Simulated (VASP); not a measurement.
# K4CoSi (F-43m) in VASP: single point with PBE

Aim: the single point of K4CoSi with PBE.

Everything below comes from runs of VASP 6.6.1. Logs are shortened: lines on timing, memory, paths and dates and some standing lists are left out, and cuts for length are marked.

### 1 The cell of the first run

Symmetry: F-43m, No. 216, cubic system. Conventional cell: a = 8.653 Å, b = 8.653 Å, c = 8.653 Å, α = 90.00°, β = 90.00°, γ = 90.00°. Within 4.0 Å of K (site symmetry 3m) lie 6 K at 3.06 Å and 3 Si at 3.59 Å and 3 Co at 3.59 Å. Within 4.7 Å of Co (site symmetry -43m) lie 12 K at 3.59 Å and 4 Si at 3.75 Å. Within 4.7 Å of Si (site symmetry -43m) lie 12 K at 3.59 Å and 4 Co at 3.75 Å.

### 2 Single point, PBE, collinear spin, ferromagnetic start

The input, INCAR:

```
SYSTEM = K4CoSi
  PREC = Accurate
  ENCUT = 520
  EDIFF = 1E-6
  ISMEAR = 0
  SIGMA = 0.1
  LREAL = .False.
  LASPH = .True.
  NELM = 150
  ALGO = Normal
  ISIF = 2
  LWAVE = .False.
  LCHARG = .False.
  ISPIN = 2
  MAGMOM = 0 0 0 0 3 0
  LORBIT = 11
  LMAXMIX = 4
  GGA = PE
  NBANDS = 38
```

The input, KPOINTS:

```
Automatic mesh
0
Gamma
  4 4 4
  0 0 0
```

The input, POSCAR:

```
K4CoSi
1.0
    0.0000000000      4.3263991822      4.3263991822
    4.3263991822      0.0000000000      4.3263991822
    4.3263991822      4.3263991822      0.0000000000
K Co Si
4 1 1
Direct
    0.3750000000      0.8750000000      0.3750000000
    0.3750000000      0.3750000000      0.8750000000
    0.3750000000      0.3750000000      0.3750000000
    0.8750000000      0.3750000000      0.3750000000
    0.0000000000      0.0000000000      0.0000000000
    0.7500000000      0.7500000000      0.7500000000
```

Potentials or basis: VASP PAW PBE potentials, release 64 (K_sv, Co, Si).

Started as:

```console
> cat potpaw_PBE.64/K_sv/POTCAR potpaw_PBE.64/Co/POTCAR potpaw_PBE.64/Si/POTCAR > POTCAR
> mpirun -np 1 vasp_std > vasp.out
```

OUTCAR:

```text
SYSTEM = K4CoSi
   PREC = Accurate
   ENCUT = 520
   EDIFF = 1E-6
   ISMEAR = 0
   LREAL = .False.
   LASPH = .True.
   NELM = 150
   ISIF = 2
   ISPIN = 2
   LORBIT = 11
   GGA = PE

 ion  position               nearest neighbor table
   1  0.375  0.875  0.375-   3 3.06   2 3.06   2 3.06   3 3.06   4 3.06   4 3.06
   2  0.375  0.375  0.875-   3 3.06   1 3.06   3 3.06   4 3.06   1 3.06   4 3.06
   3  0.375  0.375  0.375-   1 3.06   2 3.06   4 3.06   2 3.06   1 3.06   4 3.06
   4  0.875  0.375  0.375-   3 3.06   2 3.06   1 3.06   1 3.06   2 3.06   3 3.06
   5  0.000  0.000  0.000-
   6  0.750  0.750  0.750-

  LATTYP: Found a face centered cubic cell.
 ALAT       =     8.6527983644

  Lattice vectors:

 A1 = (   0.0000000000,   4.3263991822,   4.3263991822)
 A2 = (   4.3263991822,   0.0000000000,   4.3263991822)
 A3 = (   4.3263991822,   4.3263991822,   0.0000000000)

Analysis of symmetry for initial positions (statically):
=====================================================================
 Subroutine PRICEL returns:
 Original cell was already a primitive cell.

 Routine SETGRP: Setting up the symmetry group for a
 face centered cubic supercell.

 Subroutine GETGRP returns: Found 24 space group operations
 (whereof 24 operations were pure point group operations)
 out of a pool of 48 trial point group operations.

The static configuration has the point symmetry T_d .

Analysis of symmetry for dynamics (positions and initial velocities):
=====================================================================
 Subroutine PRICEL returns:
 Original cell was already a primitive cell.

 Routine SETGRP: Setting up the symmetry group for a
 face centered cubic supercell.

 Subroutine GETGRP returns: Found 24 space group operations
 (whereof 24 operations were pure point group operations)
 out of a pool of 48 trial point group operations.

The dynamic configuration has the point symmetry T_d .

Analysis of structural, dynamic, and magnetic symmetry:
=====================================================================
 Subroutine PRICEL returns:
 Original cell was already a primitive cell.

 Routine SETGRP: Setting up the symmetry group for a
 face centered cubic supercell.

 Subroutine GETGRP returns: Found 24 space group operations
 (whereof 24 operations were pure point group operations)
 out of a pool of 48 trial point group operations.

The overall configuration has the point symmetry T_d .

 Subroutine INISYM returns: Found 24 space group operations
 (whereof 24 operations are pure point group operations),
 and found     1 'primitive' translations

----------------------------------------------------------------------------------------

                                     Primitive cell

  volume of cell :     161.9607

  direct lattice vectors                    reciprocal lattice vectors
     0.000000000  4.326399182  4.326399182    -0.115569548  0.115569548  0.115569548
     4.326399182  0.000000000  4.326399182     0.115569548 -0.115569548  0.115569548
     4.326399182  4.326399182  0.000000000     0.115569548  0.115569548 -0.115569548

  length of vectors
     6.118452400  6.118452400  6.118452400     0.200172330  0.200172330  0.200172330

  position of ions in fractional coordinates (direct lattice)
     0.375000000  0.875000000  0.375000000
     0.375000000  0.375000000  0.875000000
     0.375000000  0.375000000  0.375000000
     0.875000000  0.375000000  0.375000000
     0.000000000  0.000000000  0.000000000
     0.750000000  0.750000000  0.750000000

  ion indices of the primitive-cell ions
   primitive index   ion index
                 1           1
                 2           2
                 3           3
                 4           4
                 5           5
                 6           6

[... 28 lines left out ...]
  0.000000  0.000000  0.000000      1.000000
  0.250000  0.000000  0.000000      8.000000
  0.500000  0.000000  0.000000      4.000000
  0.250000  0.250000  0.000000      6.000000
  0.500000  0.250000  0.000000     24.000000
 -0.250000  0.250000  0.000000     12.000000
  0.500000  0.500000  0.000000      3.000000
 -0.250000  0.500000  0.250000      6.000000
   k-points           NKPTS =      8   k-points in BZ     NKDIM =      8   number of bands    NBANDS=     38
   number of dos      NEDOS =    301   number of ions     NIONS =      6
   total plane-waves  NPLWV = 110592
   dimension x,y,z NGX =    48 NGY =   48 NGZ =   48
   dimension x,y,z NGXF=    96 NGYF=   96 NGZF=   96
   ions per type =               4   1   1
   NGX,Y,Z   is equivalent  to a cutoff of  13.04, 13.04, 13.04 a.u.
   NGXF,Y,Z  is equivalent  to a cutoff of  26.08, 26.08, 26.08 a.u.
 SYSTEM =  K4CoSi
   PREC   = accura    normal or accurate (medium, high low for compatibility)
   ISTART =      0    job   : 0-new  1-cont  2-samecut
   ICHARG =      2    charge: 1-file 2-atom 10-const
   ISPIN  =      2    spin polarized calculation?
   LNONCOLLINEAR =      F non collinear calculations
   LSORBIT =      F    spin-orbit coupling
   LASPH  =      T    aspherical Exc in radial PAW
   ENCUT  =  520.0 eV  38.22 Ry    6.18 a.u.  11.38 11.38 11.38*2*pi/ulx,y,z
   NELM   =    150;   NELMIN=  2; NELMDL= -5     # of ELM steps
   EDIFF  = 0.1E-05   stopping-criterion for ELM
   LREAL  =      F    real-space projection
   EDIFFG = 0.1E-04   stopping-criterion for IOM
   NSW    =      0    number of steps for IOM
   IBRION =     -1    ionic relax: 0-MD 1-quasi-New 2-CG
   NFREE  =      0    steps in history (QN), initial steepest desc. (CG)
   ISIF   =      2    stress and relaxation
   ISYM   =      2    0-nonsym 1-usesym 2-fastsym
   POTIM  = 0.5000    time-step for ionic-motion
   TEBEG  =    0.0;   TEEND  =   0.0 temperature during run
   PSTRESS=    0.0 pullay stress
   NELECT =      49.0000    total number of electrons
   NUPDOWN=      -1.0000    fix difference up-down
   EMIN   =  10.00;   EMAX   =-10.00  energy-range for DOS
   EFERMI =   0.00;   METHOD = LEGACY
   ISMEAR =     0;   SIGMA  =   0.10  broadening in eV -4-tet -1-fermi 0-gaus
   EFERMI_NEDOS =   21; number of points for ismear=-14 and -15
   IALGO  =     38    algorithm
   IMIX   =      4    mixing-type and parameters
     AMIX     =   0.40;   BMIX     =  1.00
     AMIX_MAG =   1.60;   BMIX_MAG =  1.00
  volume/ion in A,a.u.               =      26.99       182.16
  Fermi-wavevector in a.u.,A,eV,Ry     =   1.099015  2.076837 16.433578  1.207834
  Thomas-Fermi vector in A             =   2.235402
   LORBIT       =     11    0 simple, 1 ext, 2 COOP (PROOUT), +10 PAW based schemes
   GGA     = PE    functional components
   LHFCALC =     F    Hartree Fock is set to
   AEXX    =    0.0000 exact exchange contribution
   IVDW    =     0    specifies the selected vdW correction
   LEPSILON=     F    determine dielectric tensor
   LRPA    =     F    only Hartree local field effects (RPA)
 spin polarized calculation
 Gauss-broadening in eV      SIGMA  =   0.10
  energy-cutoff  :      520.00
  volume of cell :      161.96
 maximum number of plane-waves:      4398
 NGX is ok and might be reduce to    48
   NGX = 23   NGY = 23   NGZ = 23

 number of electron      49.0000008 magnetization       1.5673737

 Free energy of the ion-electron system (eV)
  ---------------------------------------------------
  ext. energy  EPLUGINS =         0.00000000
  ---------------------------------------------------
  free energy    TOTEN  =        -9.68880107 eV

  energy without entropy =       -9.64010596  energy(sigma->0) =       -9.66445352

 E-fermi :   3.1258     XC(G=0):  -8.7393

 val. band max:        3.1232098555   @ k =   0.5000   0.2500   0.0000
 cond. band min:       3.1332667088   @ k =   0.5000   0.5000   0.0000
 fundamental gap:      0.0100568533
 Fermi energy:         3.1258342409

 spin component 1

 k-point     1 :       0.0000    0.0000    0.0000
  band No.  band energies     occupation
      1     -29.6719      1.00000
      2     -29.2752      1.00000
      3     -29.2752      1.00000
      4     -29.2752      1.00000
      5     -14.6359      1.00000
      6     -13.4577      1.00000
[... 301 lines left out ...]
     35       7.0353      0.00000
     36       7.5787      0.00000
 Fermi energy:         3.1258342409

 spin component 2

 k-point     1 :       0.0000    0.0000    0.0000
  band No.  band energies     occupation
      1     -29.6970      1.00000
      2     -29.2963      1.00000
      3     -29.2963      1.00000
      4     -29.2963      1.00000
      5     -14.6995      1.00000
      6     -13.4882      1.00000
[... 301 lines left out ...]
     35       7.0320      0.00000
     36       7.5508      0.00000
 [bands above 36 left out]

------------------------ aborting loop because EDIFF is reached ----------------------------------------

  FORCE on cell =-STRESS in cart. coord.  units (eV):
  Direction    XX          YY          ZZ          XY          YZ          ZX
  --------------------------------------------------------------------------------------
  -------------------------------------------------------------------------------------
  Total        3.9671064      3.9671064      3.9671064      0.0000000     -0.0000000      0.0000000
  in kB       39.2441269     39.2441269     39.2441269      0.0000000     -0.0000000      0.0000000
  external PRESSURE =      39.2441269 kB  Pullay stress =       0.0000000 kB

 VOLUME and BASIS-vectors are now :
 -----------------------------------------------------------------------------
  energy-cutoff  :      520.00
  volume of cell :      161.96
      direct lattice vectors                 reciprocal lattice vectors
     0.000000000  4.326399182  4.326399182    -0.115569548  0.115569548  0.115569548
     4.326399182  0.000000000  4.326399182     0.115569548 -0.115569548  0.115569548
     4.326399182  4.326399182  0.000000000     0.115569548  0.115569548 -0.115569548

 POSITION                                       TOTAL-FORCE (eV/Angst)
 -----------------------------------------------------------------------------------
      5.40800      3.24480      5.40800        -0.038733      0.038733     -0.038733
      5.40800      5.40800      3.24480        -0.038733     -0.038733      0.038733
      3.24480      3.24480      3.24480         0.038733      0.038733      0.038733
      3.24480      5.40800      5.40800         0.038733     -0.038733     -0.038733
      0.00000      0.00000      0.00000         0.000000      0.000000      0.000000
      6.48960      6.48960      6.48960         0.000000      0.000000      0.000000
 -----------------------------------------------------------------------------------
    total drift:                                0.000000      0.000000      0.000000

  FREE ENERGIE OF THE ION-ELECTRON SYSTEM (eV)
  ---------------------------------------------------
  free  energy   TOTEN  =        -9.6888010749 eV

  energy  without entropy=       -9.6401059633  energy(sigma->0) =       -9.66445352

 total charge

# of ion       s       p       d       tot
------------------------------------------
    1        1.990   5.567   0.070   7.627
    2        1.990   5.567   0.070   7.627
    3        1.990   5.567   0.070   7.627
    4        1.990   5.567   0.070   7.627
    5        0.415   0.093   7.238   7.746
    6        0.822   0.715   0.000   1.537
--------------------------------------------------
tot          9.197  23.075   7.520  39.792

 magnetization (x)

# of ion       s       p       d       tot
------------------------------------------
    1       -0.007  -0.001  -0.014  -0.022
    2       -0.007  -0.001  -0.014  -0.022
    3       -0.007  -0.001  -0.014  -0.022
    4       -0.007  -0.001  -0.014  -0.022
    5        0.011   0.007   1.816   1.833
    6        0.003   0.006   0.000   0.009
--------------------------------------------------
tot         -0.015   0.009   1.761   1.755
```

It used 520 s of CPU time on 1 thread of AMD EPYC 7R13 Processor (Zen 3), on a shared host.

Results:

```yaml
Free_energy: -9.6888 eV
Pressure: 3.9 GPa
Net_moment: 1.57 μB per cell
Site_moments: K -0.02; Co +1.83; Si +0.01 μB
Valence_electrons_inside_the_program's_atomic_spheres: K 7.63; Co 7.75; Si 1.54
```

Levels at points of the mesh, in eV from the Fermi level:
Spin up:
```
           k point  band 23  band 24  band 25  band 26  band 27  band 28
(0.00, 0.00, 0.00)    -1.51    -0.86    -0.86    -0.86    -0.18     1.71
(0.50, 0.00, 0.00)    -1.55    -0.77    -0.62    -0.62     0.99     1.49
(0.50, 0.50, 0.00)    -1.52    -0.97    -0.97     0.24     0.58     1.84
```
Spin down:
```tsv
k point	band 19	band 20	band 21	band 22	band 23	band 24	band 25	band 26	band 27	band 28
(0.00, 0.00, 0.00)	-1.13	-1.13	-1.13	-0.52	-0.52	-0.37	0.08	0.08	0.08	1.71
(0.50, 0.00, 0.00)	-0.93	-0.93	-0.89	-0.53	-0.53	0.14	0.15	0.15	0.77	1.55
(0.50, 0.50, 0.00)	-1.07	-1.07	-0.78	-0.53	-0.28	0.01	0.01	0.46	0.83	1.82
```
